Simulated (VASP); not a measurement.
# Cu12Cl in VASP: further runs

Cu12Cl is run at these levels: PBE; tasks: single point.

All numbers are computed with VASP 6.6.1; they aren't measurements. Logs are shortened: lines on timing, memory, paths and dates and some standing lists are left out, and cuts for length are marked.

### 1 The cell of the first run

The cell holds a slab with vacuum, 13 atoms: a = 5.132 Å, b = 5.132 Å, c = 19.028 Å, α = 90.00°, β = 90.00°, γ = 90.00°.

### 2 Single point, PBE

INCAR reads:

```
SYSTEM = Cu12Cl
  PREC = Accurate
  ENCUT = 520
  EDIFF = 1E-6
  ISMEAR = 0
  SIGMA = 0.1
  LREAL = .False.
  LASPH = .True.
  NELM = 60
  ALGO = Normal
  ISIF = 2
  LWAVE = .False.
  LCHARG = .False.
  LDIPOL = .True.
  IDIPOL = 3
  DIPOL = 0.5 0.5 0.317
  GGA = PE
  NBANDS = 82
```

KPOINTS reads:

```
Automatic mesh
0
Gamma
  5 5 1
  0 0 0
```

POSCAR reads:

```
Cu12Cl
1.0
    5.1319544654      0.0000000000      0.0000000000
    0.0000000000      5.1319544654      0.0000000000
    0.0000000000      0.0000000000     19.0279314150
Cu Cl
12 1
Direct
    0.2500000000      0.2500000000      0.2102172807
    0.2500000000      0.7500000000      0.2102172807
    0.7500000000      0.2500000000      0.2102172807
    0.7500000000      0.7500000000      0.2102172807
    0.0000000000      0.0000000000      0.3029241254
    0.0000000000      0.5000000000      0.3029241254
    0.5000000000      0.0000000000      0.3029241254
    0.5000000000      0.5000000000      0.3029241254
    0.2500000000      0.2500000000      0.3956253179
    0.2500000000      0.7500000000      0.3956253179
    0.7500000000      0.2500000000      0.3956253179
    0.7500000000      0.7500000000      0.3956253179
    0.4166666667      0.5000000000      0.4898309847
```

Potentials or basis: VASP PAW PBE potentials, release 64 (Cu, Cl).

On the command line:

```sh
cat potpaw_PBE.64/Cu/POTCAR potpaw_PBE.64/Cl/POTCAR > POTCAR
mpirun -np 1 vasp_std > vasp.out
```

OUTCAR:

```text
SYSTEM = Cu12Cl
   PREC = Accurate
   ENCUT = 520
   EDIFF = 1E-6
   ISMEAR = 0
   LREAL = .False.
   LASPH = .True.
   NELM = 60
   ISIF = 2
   GGA = PE

 ion  position               nearest neighbor table
   1  0.250  0.250  0.210-   5 2.53   6 2.53   7 2.53   8 2.53   2 2.57   3 2.57   2 2.57   3 2.57

   2  0.250  0.750  0.210-   5 2.53   6 2.53   7 2.53   8 2.53   1 2.57   4 2.57   1 2.57   4 2.57

   3  0.750  0.250  0.210-   5 2.53   6 2.53   7 2.53   8 2.53   1 2.57   4 2.57   4 2.57   1 2.57

   4  0.750  0.750  0.210-   5 2.53   6 2.53   7 2.53   8 2.53   2 2.57   3 2.57   3 2.57   2 2.57

   5  0.000  0.000  0.303-   9 2.53  10 2.53  11 2.53  12 2.53   1 2.53   2 2.53   3 2.53   4 2.53
                             6 2.57   7 2.57   6 2.57   7 2.57
   6  0.000  0.500  0.303-   9 2.53  10 2.53  11 2.53  12 2.53   1 2.53   2 2.53   3 2.53   4 2.53
                             5 2.57   8 2.57   5 2.57   8 2.57
   7  0.500  0.000  0.303-   9 2.53  10 2.53  11 2.53  12 2.53   1 2.53   2 2.53   3 2.53   4 2.53
                             5 2.57   8 2.57   8 2.57   5 2.57
   8  0.500  0.500  0.303-   9 2.53  10 2.53  11 2.53  12 2.53   1 2.53   2 2.53   3 2.53   4 2.53
                             6 2.57   7 2.57   7 2.57   6 2.57
   9  0.250  0.250  0.396-  13 2.36   6 2.53   7 2.53   8 2.53   5 2.53  11 2.57  10 2.57  10 2.57
                            11 2.57
  10  0.250  0.750  0.396-  13 2.36   6 2.53   7 2.53   8 2.53   5 2.53  12 2.57   9 2.57   9 2.57
                            12 2.57
  11  0.750  0.250  0.396-   5 2.53   6 2.53   7 2.53   8 2.53   9 2.57  12 2.57  12 2.57   9 2.57

  12  0.750  0.750  0.396-   5 2.53   6 2.53   7 2.53   8 2.53  10 2.57  11 2.57  11 2.57  10 2.57

  13  0.417  0.500  0.490-   9 2.36  10 2.36

  LATTYP: Found a simple tetragonal cell.
 ALAT       =     5.1319544654
 C/A-ratio  =     3.7077358233

  Lattice vectors:

 A1 = (   5.1319544654,   0.0000000000,   0.0000000000)
 A2 = (   0.0000000000,   5.1319544654,   0.0000000000)
 A3 = (   0.0000000000,   0.0000000000,  19.0279314150)

Analysis of symmetry for initial positions (statically):
=====================================================================
 Subroutine PRICEL returns:
 Original cell was already a primitive cell.

 Routine SETGRP: Setting up the symmetry group for a
 simple tetragonal supercell.

 Subroutine GETGRP returns: Found  2 space group operations
 (whereof  2 operations were pure point group operations)
 out of a pool of 16 trial point group operations.

The static configuration has the point symmetry C_1h.

Analysis of symmetry for dynamics (positions and initial velocities):
=====================================================================
 Subroutine PRICEL returns:
 Original cell was already a primitive cell.

 Routine SETGRP: Setting up the symmetry group for a
 simple tetragonal supercell.

 Subroutine GETGRP returns: Found  2 space group operations
 (whereof  2 operations were pure point group operations)
 out of a pool of 16 trial point group operations.

The dynamic configuration has the point symmetry C_1h.

 Subroutine INISYM returns: Found  2 space group operations
 (whereof  2 operations are pure point group operations),
 and found     1 'primitive' translations

----------------------------------------------------------------------------------------

                                     Primitive cell

  volume of cell :     501.1378

  direct lattice vectors                    reciprocal lattice vectors
     5.131954465  0.000000000  0.000000000     0.194857536  0.000000000  0.000000000
     0.000000000  5.131954465  0.000000000     0.000000000  0.194857536  0.000000000
     0.000000000  0.000000000 19.027931415     0.000000000  0.000000000  0.052554320

  length of vectors
     5.131954465  5.131954465 19.027931415     0.194857536  0.194857536  0.052554320

  position of ions in fractional coordinates (direct lattice)
     0.250000000  0.250000000  0.210217281
     0.250000000  0.750000000  0.210217281
     0.750000000  0.250000000  0.210217281
     0.750000000  0.750000000  0.210217281
     0.000000000  0.000000000  0.302924125
     0.000000000  0.500000000  0.302924125
     0.500000000  0.000000000  0.302924125
     0.500000000  0.500000000  0.302924125
     0.250000000  0.250000000  0.395625318
     0.250000000  0.750000000  0.395625318
     0.750000000  0.250000000  0.395625318
     0.750000000  0.750000000  0.395625318
     0.416666667  0.500000000  0.489830985

  ion indices of the primitive-cell ions
   primitive index   ion index
                 1           1
                 2           2
                 3           3
                 4           4
                 5           5
                 6           6
                 7           7
                 8           8
                 9           9
                10          10
                11          11
                12          12
                13          13

----------------------------------------------------------------------------------------

 KPOINTS: Automatic mesh

Automatic generation of k-mesh.
 Grid dimensions read from file:
 generate k-points for:    5    5    1

 Generating k-lattice:

  Cartesian coordinates                     Fractional coordinates (reciprocal lattice)
     0.038971507  0.000000000  0.000000000     0.200000000  0.000000000  0.000000000
     0.000000000  0.038971507  0.000000000     0.000000000  0.200000000  0.000000000
     0.000000000  0.000000000  0.052554320     0.000000000  0.000000000  1.000000000

  Length of vectors
     0.038971507  0.038971507  0.052554320

  Shift w.r.t. Gamma in fractional coordinates (k-lattice)
     0.000000000  0.000000000  0.000000000

 Subroutine IBZKPT returns following result:
 ===========================================

 Found      9 irreducible k-points:

 Following reciprocal coordinates:
            Coordinates               Weight
  0.000000  0.000000  0.000000      1.000000
  0.200000  0.000000  0.000000      2.000000
  0.000000  0.200000  0.000000      2.000000
  0.400000  0.000000  0.000000      2.000000
  0.000000  0.400000  0.000000      2.000000
  0.200000  0.200000  0.000000      4.000000
  0.400000  0.200000  0.000000      4.000000
 -0.200000  0.400000  0.000000      4.000000
  0.400000  0.400000  0.000000      4.000000
   k-points           NKPTS =      9   k-points in BZ     NKDIM =      9   number of bands    NBANDS=     82
   number of dos      NEDOS =    301   number of ions     NIONS =     13
   total plane-waves  NPLWV = 230400
   dimension x,y,z NGX =    40 NGY =   40 NGZ =  144
   dimension x,y,z NGXF=    80 NGYF=   80 NGZF=  288
   ions per type =              12   1
   NGX,Y,Z   is equivalent  to a cutoff of  12.96, 12.96, 12.58 a.u.
   NGXF,Y,Z  is equivalent  to a cutoff of  25.92, 25.92, 25.16 a.u.
 SYSTEM =  Cu12Cl
   PREC   = accura    normal or accurate (medium, high low for compatibility)
   ISTART =      0    job   : 0-new  1-cont  2-samecut
   ICHARG =      2    charge: 1-file 2-atom 10-const
   ISPIN  =      1    spin polarized calculation?
   LNONCOLLINEAR =      F non collinear calculations
   LSORBIT =      F    spin-orbit coupling
   LASPH  =      T    aspherical Exc in radial PAW
   ENCUT  =  520.0 eV  38.22 Ry    6.18 a.u.   9.54  9.54 35.38*2*pi/ulx,y,z
   NELM   =     60;   NELMIN=  2; NELMDL= -5     # of ELM steps
   EDIFF  = 0.1E-05   stopping-criterion for ELM
   LREAL  =      F    real-space projection
[... 7 lines left out ...]
   TEBEG  =    0.0;   TEEND  =   0.0 temperature during run
   PSTRESS=    0.0 pullay stress
   NELECT =     139.0000    total number of electrons
   NUPDOWN=      -1.0000    fix difference up-down
   EMIN   =  10.00;   EMAX   =-10.00  energy-range for DOS
   EFERMI =   0.00;   METHOD = LEGACY
   ISMEAR =     0;   SIGMA  =   0.10  broadening in eV -4-tet -1-fermi 0-gaus
   EFERMI_NEDOS =   21; number of points for ismear=-14 and -15
   IALGO  =     38    algorithm
   IMIX   =      4    mixing-type and parameters
     AMIX     =   0.40;   BMIX     =  1.00
     AMIX_MAG =   1.60;   BMIX_MAG =  1.00
  volume/ion in A,a.u.               =      38.55       260.14
  Fermi-wavevector in a.u.,A,eV,Ry     =   1.067646  2.017559 15.508852  1.139868
  Thomas-Fermi vector in A             =   2.203269
   LORBIT       =      0    0 simple, 1 ext, 2 COOP (PROOUT), +10 PAW based schemes
   GGA     = PE    functional components
   LHFCALC =     F    Hartree Fock is set to
   AEXX    =    0.0000 exact exchange contribution
   IVDW    =     0    specifies the selected vdW correction
   LEPSILON=     F    determine dielectric tensor
   LRPA    =     F    only Hartree local field effects (RPA)
 non-spin polarized calculation
 Gauss-broadening in eV      SIGMA  =   0.10
  energy-cutoff  :      520.00
  volume of cell :      501.14
 maximum number of plane-waves:     13595
 NGX is ok and might be reduce to    40
   NGX = 19   NGY = 19   NGZ = 71

 dipolmoment           0.000000      0.000000     -0.000013 electrons x Angstroem

 number of electron     138.9999786 magnetization

 dipolmoment           0.000000      0.000000      0.100644 electrons x Angstroem

 Free energy of the ion-electron system (eV)
  ---------------------------------------------------
  ext. energy  EPLUGINS =         0.00000000
  ---------------------------------------------------
  free energy    TOTEN  =       -43.60741506 eV

  energy without entropy =      -43.56979842  energy(sigma->0) =      -43.58860674

 E-fermi :  -1.0289     XC(G=0):  -4.9319

 val. band max:       -1.0613166392   @ k =   0.4000   0.4000   0.0000
 cond. band min:      -1.0167129445   @ k =   0.0000   0.2000   0.0000
 fundamental gap:      0.0446036947
 Fermi energy:        -1.0289207938

 k-point     1 :       0.0000    0.0000    0.0000
  band No.  band energies     occupation
      1     -16.5795      2.00000
      2      -9.3142      2.00000
      3      -6.9806      2.00000
      4      -5.8721      2.00000
      5      -5.7886      2.00000
      6      -5.7810      2.00000
[... 73 lines left out ...]
     80       3.6980      0.00000
     81       3.7321      0.00000

 k-point     2 :       0.2000    0.0000    0.0000
  band No.  band energies     occupation
      1     -16.5759      2.00000
      2      -9.0875      2.00000
      3      -6.8339      2.00000
      4      -6.3824      2.00000
      5      -5.8253      2.00000
      6      -5.6909      2.00000
[... 73 lines left out ...]
     80       3.7201      0.00000
     81       3.7327      0.00000
[... 502 lines left out ...]
     80       4.2094      0.00000
     81       4.4395      0.00000

 k-point     9 :       0.4000    0.4000    0.0000
  band No.  band energies     occupation
      1     -16.5613      2.00000
      2      -7.6036      2.00000
      3      -6.7600      2.00000
      4      -6.7021      2.00000
      5      -6.1157      2.00000
      6      -5.9591      2.00000
[... 73 lines left out ...]
     80       4.8865      0.00000
     81       4.9271      0.00000
 [bands above 81 left out]

------------------------ aborting loop because EDIFF is reached ----------------------------------------

 vacuum level on the upper side and lower side of the slab       (xc-potential included)         0.213        -0.392

  FORCE on cell =-STRESS in cart. coord.  units (eV):
  Direction    XX          YY          ZZ          XY          YZ          ZX
  --------------------------------------------------------------------------------------
  -------------------------------------------------------------------------------------
  Total       -3.3832057     -3.0964920      1.5153473      0.0000000      0.0000000      0.2248497
  in kB      -10.8163770     -9.8997308      4.8446857      0.0000000      0.0000000      0.7188623
  external PRESSURE =      -5.2904740 kB  Pullay stress =       0.0000000 kB

 VOLUME and BASIS-vectors are now :
 -----------------------------------------------------------------------------
  energy-cutoff  :      520.00
  volume of cell :      501.14
      direct lattice vectors                 reciprocal lattice vectors
     5.131954465  0.000000000  0.000000000     0.194857536  0.000000000  0.000000000
     0.000000000  5.131954465  0.000000000     0.000000000  0.194857536  0.000000000
     0.000000000  0.000000000 19.027931415     0.000000000  0.000000000  0.052554320

 POSITION                                       TOTAL-FORCE (eV/Angst)
 -----------------------------------------------------------------------------------
      1.28299      1.28299      4.00000         0.024519      0.038129     -0.071024
      1.28299      3.84897      4.00000         0.024519     -0.038129     -0.071024
      3.84897      1.28299      4.00000        -0.025534      0.029273     -0.091387
      3.84897      3.84897      4.00000        -0.025534     -0.029273     -0.091387
      0.00000      0.00000      5.76402         0.103462      0.000000      0.250816
      0.00000      2.56598      5.76402        -0.069474      0.000000     -0.090685
      2.56598      0.00000      5.76402        -0.076634      0.000000     -0.056537
      2.56598      2.56598      5.76402         0.066176      0.000000     -0.351955
      1.28299      1.28299      7.52793        -0.139043     -0.211302      0.229413
      1.28299      3.84897      7.52793        -0.139043      0.211302      0.229413
      3.84897      1.28299      7.52793         0.056118     -0.103957      0.050330
      3.84897      3.84897      7.52793         0.056118      0.103957      0.050330
      2.13831      2.56598      9.32047         0.144348      0.000000      0.013699
 -----------------------------------------------------------------------------------
    total drift:                               -0.000111      0.000000      0.000569

  FREE ENERGIE OF THE ION-ELECTRON SYSTEM (eV)
  ---------------------------------------------------
  free  energy   TOTEN  =       -43.6074150645 eV

  energy  without entropy=      -43.5697984248  energy(sigma->0) =      -43.58860674

 vacuum level on the upper side and lower side of the slab         4.229         3.605
```

It took 25 min on 1 thread of Intel Xeon Platinum 8259CL at 2.50GHz (Skylake/Cascade Lake), shared host; peak memory 0.64 GiB.

Results:

| Item | Value |
| --- | --- |
| Free energy | -43.6074 eV |
| Largest force | 0.358 eV/Å |

Forces on the atoms (eV/Å):
```
Cu   0.025  0.038 -0.071
Cu   0.025 -0.038 -0.071
Cu  -0.026  0.029 -0.091
Cu  -0.026 -0.029 -0.091
Cu   0.103  0.000  0.251
Cu  -0.069  0.000 -0.091
Cu  -0.077  0.000 -0.057
Cu   0.066  0.000 -0.352
Cu  -0.139 -0.211  0.229
Cu  -0.139  0.211  0.229
Cu   0.056 -0.104  0.050
Cu   0.056  0.104  0.050
Cl   0.144  0.000  0.014
```

Levels at points of the mesh, in eV from the Fermi level:
```csv
k point,band 67,band 68,band 69,band 70,band 71,band 72
"(0.00, 0.00, 0.00)",-0.49,-0.11,-0.10,0.03,0.05,0.07
```

Caveat: an odd number of electrons without spin polarisation forces a metal; a magnetic or distorted state may lie lower. With open d or f shells a metallic result of PBE can be an artefact of self-interaction; +U or a hybrid may open a gap.

(Continued in part 2 of 2.)
